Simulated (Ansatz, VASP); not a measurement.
## Al3Co2Ru in VASP and in Ansatz

```
CELL_PARAMETERS angstrom
4.10663 0.00000 0.00000
-2.05332 3.55645 0.00000
0.00000 0.00000 5.05628
ATOMIC_POSITIONS crystal
Al 0.33333 0.66667 0.32558
Al 0.66667 0.33333 0.67442
Al 0.00000 0.00000 0.00000
Co 0.33333 0.66667 0.83693
Co 0.66667 0.33333 0.16307
Ru 0.00000 0.00000 0.50000
```

Alike in both runs: task relaxation of cell and atoms; functional PBE; k mesh 12 × 12 × 8; occupations gaussian, width 0.1 eV; no spin polarisation.

|  | VASP | Ansatz |
| --- | --- | --- |
| version | VASP 6.6.1 | Ansatz 0.2.0 |
| potentials or method | VASP PAW PBE potentials, release 64 (Al, Co, Ru_pv), cutoff 600 eV | scalar-relativistic, plane waves, PAW |
| valence electrons in the cell | 41 | 59 |

|  | VASP | Ansatz | Ansatz less VASP |
| --- | --- | --- | --- |
| gap on the k mesh at the Fermi level, each at its own relaxed structure (eV) | none | none | - |
| relaxed volume (Å³/atom) | 12.30 | 12.30 | +0.001 |
| relaxed cell length with the largest relative difference (Å) | 5.044 | 5.046 | +0.0017 |

A gap of «none» marks a metal or a gap that the smearing closes. VASP's potentials hold 41 valence electrons a cell and Ansatz's 59, so a difference there can come from the potentials and not from the codes.
